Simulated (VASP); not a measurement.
# Ga (Cmce) in VASP: further runs

The runs below take Ga through single point, with PBEsol.

All numbers are computed with VASP 6.6.1; they aren't measurements. Logs are shortened: lines on timing, memory, paths and dates and some standing lists are left out, and cuts for length are marked.

### Step 1. The cell of the first run

Symmetry: Cmce, No. 64, orthorhombic system. The conventional cell has a = 4.470 Å, b = 7.597 Å, c = 4.714 Å, α = 90.00°, β = 90.00°, γ = 90.00°. Within 3.3 Å of Ga (site symmetry m) lie 7 Ga at 2.50 to 2.77 Å.

### Step 2. Single point, PBEsol (engineering shear strain xz +0.0000, normal strain along z +0.0500)

File INCAR:

```
PREC = Accurate ; ENCUT = 520
EDIFF = 1E-7 ; ISMEAR = 0
SIGMA = 0.15 ; LREAL = F
LASPH = T ; NELM = 60
ALGO = Fast ; ISIF = 2
LWAVE = F ; LCHARG = T
GGA = PS ; LELF = T
LVHAR = T ; NBANDS = 34
```

File KPOINTS:

```
Automatic mesh
0
Gamma
  10 10 10
```

File POSCAR:

```
Ga
1.0
    2.2350478178     -3.7986615528      0.0000000000
    2.2350478178      3.7986615528      0.0000000000
    0.0000000000      0.0000000000      4.7142649261
Ga
4
Direct
    0.1559156097      0.8440843903      0.0832479706
    0.6559156097      0.3440843903      0.4167520294
    0.8440843903      0.1559156097      0.9167520294
    0.3440843903      0.6559156097      0.5832479706
```

Potentials or basis: VASP PAW PBE potentials, release 64 (Ga_d).

Command:

```console
> cat potpaw_PBE.64/Ga_d/POTCAR > POTCAR
> mpirun -np 1 vasp_std > vasp.out
```

OUTCAR:

```text
PREC = Accurate
   ENCUT = 520
   EDIFF = 1E-7
   ISMEAR = 0
   LREAL = F
   LASPH = T
   NELM = 60
   ISIF = 2
   GGA = PS

 ion  position               nearest neighbor table
   1  0.156  0.844  0.083-   3 2.50   2 2.73   2 2.73   4 2.76   4 2.76   3 2.77   3 2.77
   2  0.656  0.344  0.417-   4 2.50   1 2.73   1 2.73   3 2.76   3 2.76   4 2.77   4 2.77
   3  0.844  0.156  0.917-   1 2.50   4 2.73   4 2.73   2 2.76   2 2.76   1 2.77   1 2.77
   4  0.344  0.656  0.583-   2 2.50   3 2.73   3 2.73   1 2.76   1 2.76   2 2.77   2 2.77

  LATTYP: Found a base centered orthorhombic cell.
 ALAT       =     4.4700956356
 B/A-ratio  =     1.6995884932
 C/A-ratio  =     1.0546228337

  Lattice vectors:

 A1 = (   2.2350478178,  -3.7986615528,   0.0000000000)
 A2 = (   2.2350478178,   3.7986615528,   0.0000000000)
 A3 = (   0.0000000000,   0.0000000000,   4.7142649261)

Analysis of symmetry for initial positions (statically):
=====================================================================
 Subroutine PRICEL returns:
 Original cell was already a primitive cell.

 Routine SETGRP: Setting up the symmetry group for a
 base centered orthorhombic supercell.

 Subroutine GETGRP returns: Found  8 space group operations
 (whereof  4 operations were pure point group operations)
 out of a pool of  8 trial point group operations.

The static configuration has the point symmetry C_2h.
 The point group associated with its full space group is D_2h.

Analysis of symmetry for dynamics (positions and initial velocities):
=====================================================================
 Subroutine PRICEL returns:
 Original cell was already a primitive cell.

 Routine SETGRP: Setting up the symmetry group for a
 base centered orthorhombic supercell.

 Subroutine GETGRP returns: Found  8 space group operations
 (whereof  4 operations were pure point group operations)
 out of a pool of  8 trial point group operations.

The dynamic configuration has the point symmetry C_2h.
 The point group associated with its full space group is D_2h.

 Subroutine INISYM returns: Found  8 space group operations
 (whereof  4 operations are pure point group operations),
 and found     1 'primitive' translations

----------------------------------------------------------------------------------------

                                     Primitive cell

  volume of cell :      80.0500

  direct lattice vectors                    reciprocal lattice vectors
     2.235047818 -3.798661553  0.000000000     0.223708860 -0.131625309  0.000000000
     2.235047818  3.798661553  0.000000000     0.223708860  0.131625309  0.000000000
     0.000000000  0.000000000  4.714264926     0.000000000  0.000000000  0.212122147

  length of vectors
     4.407410616  4.407410616  4.714264926     0.259559003  0.259559003  0.212122147

  position of ions in fractional coordinates (direct lattice)
     0.155915610  0.844084390  0.083247971
     0.655915610  0.344084390  0.416752029
     0.844084390  0.155915610  0.916752029
     0.344084390  0.655915610  0.583247971

  ion indices of the primitive-cell ions
   primitive index   ion index
                 1           1
                 2           2
                 3           3
                 4           4

----------------------------------------------------------------------------------------

 KPOINTS: Automatic mesh

Automatic generation of k-mesh.
 Grid dimensions read from file:
 generate k-points for:   10   10   10

 Generating k-lattice:

  Cartesian coordinates                     Fractional coordinates (reciprocal lattice)
     0.022370886 -0.013162531  0.000000000     0.100000000  0.000000000  0.000000000
     0.022370886  0.013162531  0.000000000     0.000000000  0.100000000  0.000000000
     0.000000000  0.000000000  0.021212215     0.000000000  0.000000000  0.100000000

  Length of vectors
     0.025955900  0.025955900  0.021212215

  Shift w.r.t. Gamma in fractional coordinates (k-lattice)
     0.000000000  0.000000000  0.000000000

 Subroutine IBZKPT returns following result:
 ===========================================

 Found    186 irreducible k-points:

 Following reciprocal coordinates:
            Coordinates               Weight
  0.000000  0.000000  0.000000      1.000000
  0.100000  0.000000  0.000000      4.000000
  0.200000  0.000000  0.000000      4.000000
  0.300000 -0.000000  0.000000      4.000000
  0.400000  0.000000  0.000000      4.000000
  0.500000  0.000000  0.000000      2.000000
[... 16 lines left out ...]
  0.300000  0.300000  0.000000      2.000000
  0.400000  0.300000  0.000000      4.000000
 [... further k-points ...]
   k-points           NKPTS =    186   k-points in BZ     NKDIM =    186   number of bands    NBANDS=     34
   number of dos      NEDOS =    301   number of ions     NIONS =      4
   total plane-waves  NPLWV =  46656
   dimension x,y,z NGX =    36 NGY =   36 NGZ =   36
   dimension x,y,z NGXF=    72 NGYF=   72 NGZF=   72
   ions per type =               4
   NGX,Y,Z   is equivalent  to a cutoff of  13.58, 13.58, 12.70 a.u.
   NGXF,Y,Z  is equivalent  to a cutoff of  27.16, 27.16, 25.39 a.u.
 SYSTEM =  unknown system
   PREC   = accura    normal or accurate (medium, high low for compatibility)
   ISTART =      0    job   : 0-new  1-cont  2-samecut
   ICHARG =      2    charge: 1-file 2-atom 10-const
   ISPIN  =      1    spin polarized calculation?
   LNONCOLLINEAR =      F non collinear calculations
   LSORBIT =      F    spin-orbit coupling
   LASPH  =      T    aspherical Exc in radial PAW
   ENCUT  =  520.0 eV  38.22 Ry    6.18 a.u.   8.19  8.19  8.77*2*pi/ulx,y,z
   NELM   =     60;   NELMIN=  2; NELMDL= -5     # of ELM steps
   EDIFF  = 0.1E-06   stopping-criterion for ELM
   LREAL  =      F    real-space projection
   EDIFFG = 0.1E-05   stopping-criterion for IOM
   NSW    =      0    number of steps for IOM
   IBRION =     -1    ionic relax: 0-MD 1-quasi-New 2-CG
   NFREE  =      0    steps in history (QN), initial steepest desc. (CG)
   ISIF   =      2    stress and relaxation
   ISYM   =      2    0-nonsym 1-usesym 2-fastsym
   POTIM  = 0.5000    time-step for ionic-motion
   TEBEG  =    0.0;   TEEND  =   0.0 temperature during run
   PSTRESS=    0.0 pullay stress
   NELECT =      52.0000    total number of electrons
   NUPDOWN=      -1.0000    fix difference up-down
   EMIN   =  10.00;   EMAX   =-10.00  energy-range for DOS
   EFERMI =   0.00;   METHOD = LEGACY
   ISMEAR =     0;   SIGMA  =   0.15  broadening in eV -4-tet -1-fermi 0-gaus
   EFERMI_NEDOS =   21; number of points for ismear=-14 and -15
   IALGO  =     68    algorithm
   IMIX   =      4    mixing-type and parameters
     AMIX     =   0.40;   BMIX     =  1.00
     AMIX_MAG =   1.60;   BMIX_MAG =  1.00
  volume/ion in A,a.u.               =      20.01       135.05
  Fermi-wavevector in a.u.,A,eV,Ry     =   1.417823  2.679298 27.350748  2.010223
  Thomas-Fermi vector in A             =   2.539013
   LORBIT       =      0    0 simple, 1 ext, 2 COOP (PROOUT), +10 PAW based schemes
   GGA     = PS    functional components
   LHFCALC =     F    Hartree Fock is set to
   AEXX    =    0.0000 exact exchange contribution
   IVDW    =     0    specifies the selected vdW correction
   LEPSILON=     F    determine dielectric tensor
   LRPA    =     F    only Hartree local field effects (RPA)
 non-spin polarized calculation
 RMM-DIIS sequential band-by-band and
 Gauss-broadening in eV      SIGMA  =   0.15
  energy-cutoff  :      520.00
  volume of cell :       80.05
 maximum number of plane-waves:      2178
 NGX is ok and might be reduce to    36
   NGX = 17   NGY = 17   NGZ = 17

 number of electron      51.9999976 magnetization

 Free energy of the ion-electron system (eV)
  ---------------------------------------------------
  ext. energy  EPLUGINS =         0.00000000
  ---------------------------------------------------
  free energy    TOTEN  =       -13.35355643 eV

  energy without entropy =      -13.34183431  energy(sigma->0) =      -13.34769537

 E-fermi :   4.7407     XC(G=0): -10.6965

 val. band max:        4.7295125794   @ k =  -0.4000   0.3000   0.3000
 cond. band min:       4.7505219010   @ k =   0.2000   0.2000   0.0000
 fundamental gap:      0.0210093216
 Fermi energy:         4.7407332839

 k-point     1 :       0.0000    0.0000    0.0000
  band No.  band energies     occupation
      1     -10.3784      2.00000
      2     -10.3570      2.00000
      3     -10.3374      2.00000
      4     -10.3343      2.00000
      5     -10.3178      2.00000
      6     -10.2777      2.00000
[... 26 lines left out ...]
     33      11.2510      0.00000
     34      12.0736      0.00000

 k-point     2 :       0.1000    0.0000    0.0000
  band No.  band energies     occupation
      1     -10.3793      2.00000
      2     -10.3543      2.00000
      3     -10.3414      2.00000
      4     -10.3358      2.00000
      5     -10.3091      2.00000
      6     -10.2741      2.00000
[... 26 lines left out ...]
     33      11.4389      0.00000
     34      11.9539      0.00000

 k-point     3 :       0.2000    0.0000    0.0000
  band No.  band energies     occupation
      1     -10.3786      2.00000
      2     -10.3522      2.00000
      3     -10.3517      2.00000
      4     -10.3326      2.00000
      5     -10.2913      2.00000
      6     -10.2601      2.00000
[... 26 lines left out ...]
     33      10.8361      0.00000
     34      11.6523      0.00000

 k-point     4 :       0.3000   -0.0000    0.0000
  band No.  band energies     occupation
      1     -10.3763      2.00000
      2     -10.3577      2.00000
      3     -10.3566      2.00000
      4     -10.3175      2.00000
      5     -10.2835      2.00000
      6     -10.2768      2.00000
[... 26 lines left out ...]
     33      10.4438      0.00000
     34      11.7688      0.00000

 k-point     5 :       0.4000    0.0000    0.0000
  band No.  band energies     occupation
      1     -10.3783      2.00000
      2     -10.3665      2.00000
      3     -10.3425      2.00000
      4     -10.3064      2.00000
      5     -10.2948      2.00000
      6     -10.2870      2.00000
[... 621 lines left out ...]
 k-point    22 :      -0.2000    0.2000    0.0000
  band No.  band energies     occupation
      1     -10.3919      2.00000
      2     -10.3787      2.00000
      3     -10.3255      2.00000
      4     -10.3232      2.00000
      5     -10.3108      2.00000
      6     -10.2899      2.00000
[... 26 lines left out ...]
     33      10.0520      0.00000
     34      10.3768      0.00000

 k-point    23 :       0.3000    0.3000    0.0000
  band No.  band energies     occupation
      1     -10.4211      2.00000
      2     -10.3684      2.00000
      3     -10.3539      2.00000
      4     -10.3009      2.00000
      5     -10.2913      2.00000
      6     -10.2561      2.00000
[... 26 lines left out ...]
     33      13.7333      0.00000
     34      13.9151      0.00000

 k-point    24 :       0.4000    0.3000    0.0000
  band No.  band energies     occupation
      1     -10.4243      2.00000
      2     -10.3802      2.00000
      3     -10.3541      2.00000
      4     -10.2919      2.00000
      5     -10.2782      2.00000
      6     -10.2729      2.00000
[... 26 lines left out ...]
     33      13.6631      0.00000
     34      14.1115      0.00000

 [... further k-points ...]

------------------------ aborting loop because EDIFF is reached ----------------------------------------

  FORCE on cell =-STRESS in cart. coord.  units (eV):
  Direction    XX          YY          ZZ          XY          YZ          ZX
  --------------------------------------------------------------------------------------
  -------------------------------------------------------------------------------------
  Total       -1.0794902     -0.3661017     -2.1572493      0.0000000      0.0000000      0.0000000
  in kB      -21.6056779     -7.3274168    -43.1767075      0.0000000      0.0000000      0.0000000
  external PRESSURE =     -24.0366007 kB  Pullay stress =       0.0000000 kB

 VOLUME and BASIS-vectors are now :
 -----------------------------------------------------------------------------
  energy-cutoff  :      520.00
  volume of cell :       80.05
      direct lattice vectors                 reciprocal lattice vectors
     2.235047818 -3.798661553  0.000000000     0.223708860 -0.131625309  0.000000000
     2.235047818  3.798661553  0.000000000     0.223708860  0.131625309  0.000000000
     0.000000000  0.000000000  4.714264926     0.000000000  0.000000000  0.212122147

 POSITION                                       TOTAL-FORCE (eV/Angst)
 -----------------------------------------------------------------------------------
      2.23505      2.61412      0.39245         0.000000     -0.108645      0.028084
      2.23505     -1.18454      1.96468         0.000000     -0.108645     -0.028084
      2.23505     -2.61412      4.32181         0.000000      0.108645     -0.028084
      2.23505      1.18454      2.74959         0.000000      0.108645      0.028084
 -----------------------------------------------------------------------------------
    total drift:                               -0.000000     -0.000000      0.000000

  FREE ENERGIE OF THE ION-ELECTRON SYSTEM (eV)
  ---------------------------------------------------
  free  energy   TOTEN  =       -13.3535564318 eV

  energy  without entropy=      -13.3418343064  energy(sigma->0) =      -13.34769537
```

Wall time 9.1 min (1 thread of Oxide Virtual Turin-like, shared host); peak memory 0.43 GiB.

What came out:

```yaml
Free_energy: -13.3536 eV
Pressure: -2.4 GPa
Largest_force: 0.112 eV/Å
Band_gap_on_the_k_mesh: zero (bands 26 and 27 overlap by 1.27 eV)
```

Forces on the atoms (eV/Å):
```
Ga   0.000 -0.109  0.028
Ga   0.000 -0.109 -0.028
Ga   0.000  0.109 -0.028
Ga   0.000  0.109  0.028
```

Levels at points of the mesh, in eV from the Fermi level:
| k point | band 24 | band 25 | band 26 | band 27 | band 28 | band 29 |
| --- | --- | --- | --- | --- | --- | --- |
| (0.00, 0.00, 0.00) | -1.48 | -1.38 | -0.55 | 0.99 | 1.15 | 1.25 |
| (0.50, 0.00, 0.00) | -3.45 | -1.64 | -1.64 | 0.38 | 0.38 | 3.90 |
| (0.50, 0.50, 0.00) | -3.06 | -2.27 | -1.79 | 0.83 | 0.93 | 3.16 |
| (0.00, 0.00, 0.50) | -0.03 | 0.09 | 0.09 | 0.20 | 0.20 | 2.01 |
| (0.50, 0.00, 0.50) | -6.21 | -1.45 | -1.45 | 0.54 | 0.54 | 6.79 |
| (0.50, 0.50, 0.50) | -5.38 | -1.22 | -1.22 | -0.75 | -0.75 | 5.73 |

Caveat: the cell differs from its parent crystal (engineering shear strain xz +0.0000, normal strain along z +0.0500); the PAW data sets were made with another functional, which shifts forces and pressure a little.

### Step 3. Single point, PBEsol (engineering shear strain xz +0.0000, normal strain along z +0.1000)

File INCAR:

```
SYSTEM = Ga
PREC = Accurate ; ENCUT = 520
EDIFF = 1E-6 ; ISMEAR = 0
SIGMA = 0.15 ; LREAL = .FALSE.
LASPH = .TRUE. ; NELM = 80
ALGO = Fast ; ISIF = 2
LWAVE = .FALSE. ; LCHARG = .FALSE.
GGA = PS ; NBANDS = 34
```

File KPOINTS:

```
regular mesh
0
G
  10 10 10
  0 0 0
```

Edit POSCAR of step 2 so:

```diff
@@ -4,3 +4,3 @@
     2.2350478178      3.7986615528      0.0000000000
-    0.0000000000      0.0000000000      4.7142649261
+    0.0000000000      0.0000000000      4.9387537321
 Ga
```

Potentials or basis: VASP PAW PBE potentials, release 64 (Ga_d).

Command:

```console
> cat potpaw_PBE.64/Ga_d/POTCAR > POTCAR
> mpirun -np 1 vasp_std > vasp.out
```

Run time: 10 min. Hardware: 1 thread of Oxide Virtual Turin-like, shared host; peak memory 0.45 GiB.

The run converged. Its results:

| Quantity | Value |
| --- | --- |
| Free energy | -13.2253 eV |
| Pressure | -3.9 GPa |
| Largest force | 0.213 eV/Å |
| Band gap on the k mesh | zero (bands 26 and 27 overlap by 1.16 eV) |

Forces on the atoms (eV/Å):
```
Ga   0.000 -0.208  0.044
Ga   0.000 -0.208 -0.044
Ga   0.000  0.208 -0.044
Ga   0.000  0.208  0.044
```

Stress tensor (GPa, compression positive):
```
-4.33  0.00  0.00
 0.00 -1.10  0.00
 0.00  0.00 -6.25
```

Levels at points of the mesh, in eV from the Fermi level:
```
           k point  band 23  band 24  band 25  band 26  band 27  band 28  band 29  band 30
(0.00, 0.00, 0.00)    -4.19    -1.14    -1.06    -0.29     1.12     1.37     1.47     4.63
(0.50, 0.00, 0.00)    -3.44    -3.44    -1.74    -1.74     0.20     0.20     3.67     3.67
(0.50, 0.50, 0.00)    -4.00    -2.73    -2.67    -1.86     0.60     0.90     3.01     3.01
(0.00, 0.00, 0.50)    -0.01    -0.01     0.27     0.27     0.38     0.38     1.96     1.96
(0.50, 0.00, 0.50)    -6.00    -6.00    -1.27    -1.27     0.60     0.60     6.11     6.11
(0.50, 0.50, 0.50)    -5.29    -5.29    -1.06    -1.06    -0.52    -0.52     4.81     4.81
```

Caveat: the cell differs from its parent crystal (engineering shear strain xz +0.0000, normal strain along z +0.1000); the stress differs along the axes, from -6 to -1 GPa; the PAW data sets were made with another functional, which shifts forces and pressure a little.

### Step 4. Single point, PBEsol (engineering shear strain xz +0.0000, normal strain along z +0.1500)

File INCAR:

```
ALGO = Fast
EDIFF = 1E-6
ENCUT = 520
GGA = PS
ISIF = 2
ISMEAR = 0
LASPH = True
LCHARG = False
LREAL = False
LWAVE = False
NBANDS = 34
NELM = 100
PREC = Accurate
SIGMA = 0.15
```

File KPOINTS:

```
k-points
0
Gamma
  10 10 10
```

Edit POSCAR of step 3 so:

```diff
@@ -4,3 +4,3 @@
     2.2350478178      3.7986615528      0.0000000000
-    0.0000000000      0.0000000000      4.9387537321
+    0.0000000000      0.0000000000      5.1632425381
 Ga
```

Command:

```console
> cat potpaw_PBE.64/Ga_d/POTCAR > POTCAR
> mpirun -np 1 vasp_std > vasp.out
```

Wall time 11 min (1 thread of Oxide Virtual Turin-like, shared host); peak memory 0.47 GiB.

The run converged. Its results:

```yaml
Free_energy: -13.0592 eV
Pressure: -5.1 GPa
Largest_force: 0.296 eV/Å
Band_gap_on_the_k_mesh: zero (bands 26 and 27 overlap by 1.23 eV)
```

Forces in eV/Å, atoms in the order of the input:
```
Ga   0.000 -0.289  0.061
Ga   0.000 -0.289 -0.061
Ga   0.000  0.289 -0.061
Ga   0.000  0.289  0.061
```

Stress tensor (GPa, compression positive):
```
-5.86  0.00  0.00
 0.00 -1.78  0.00
 0.00  0.00 -7.60
```

Levels at points of the mesh, in eV from the Fermi level:
| k point | band 23 | band 24 | band 25 | band 26 | band 27 | band 28 | band 29 | band 30 |
| --- | --- | --- | --- | --- | --- | --- | --- | --- |
| (0.00, 0.00, 0.00) | -4.29 | -0.83 | -0.78 | -0.07 | 1.24 | 1.56 | 1.67 | 4.33 |
| (0.50, 0.00, 0.00) | -3.48 | -3.48 | -1.79 | -1.79 | 0.11 | 0.11 | 3.47 | 3.47 |
| (0.50, 0.50, 0.00) | -3.98 | -3.01 | -2.42 | -1.90 | 0.41 | 0.91 | 2.70 | 2.92 |
| (0.00, 0.00, 0.50) | -0.08 | -0.08 | 0.44 | 0.44 | 0.54 | 0.54 | 1.87 | 1.87 |
| (0.50, 0.00, 0.50) | -5.80 | -5.80 | -1.10 | -1.10 | 0.64 | 0.64 | 5.34 | 5.34 |
| (0.50, 0.50, 0.50) | -5.20 | -5.20 | -0.91 | -0.91 | -0.31 | -0.31 | 4.02 | 4.02 |

Caveat: the cell differs from its parent crystal (engineering shear strain xz +0.0000, normal strain along z +0.1500); the stress differs along the axes, from -8 to -2 GPa; the PAW data sets were made with another functional, which shifts forces and pressure a little.

### Step 5. Summary

| cell | further INCAR settings | gap on the mesh (eV) | pressure (GPa) | largest force (eV/Å) |
| --- | --- | --- | --- | --- |
| a = 4.407, b = 4.407, c = 4.714 Å, angles 90.0, 90.0, 119.1°, 4 atoms | ALGO = Fast; EDIFF = 1e-07; NBANDS = 34 | none | -2.4 | 0.11 |
| a = 4.407, b = 4.407, c = 4.939 Å, angles 90.0, 90.0, 119.1°, 4 atoms | ALGO = Fast; EDIFF = 1e-06; NBANDS = 34 | none | -3.9 | 0.21 |
| a = 4.407, b = 4.407, c = 5.163 Å, angles 90.0, 90.0, 119.1°, 4 atoms | ALGO = Fast; EDIFF = 1e-06; NBANDS = 34 | none | -5.1 | 0.30 |

Alike in all rows: task single point; level PBEsol; potentials or basis VASP PAW PBE potentials, release 64 (Ga_d); no spin polarisation; k mesh 10 × 10 × 10; cutoff (eV) 520; smearing gaussian 0.15 eV.

Caveats: the PAW data sets were made with another functional, which shifts forces and pressure a little; the stress differs along the axes, from -6 to -1 GPa (at least some runs); the stress differs along the axes, from -8 to -2 GPa (at least some runs).

Absolute energies hang on the potentials; compare differences alone.

The gap in the log of VASP goes by the Fermi energy; the results here count the filled bands.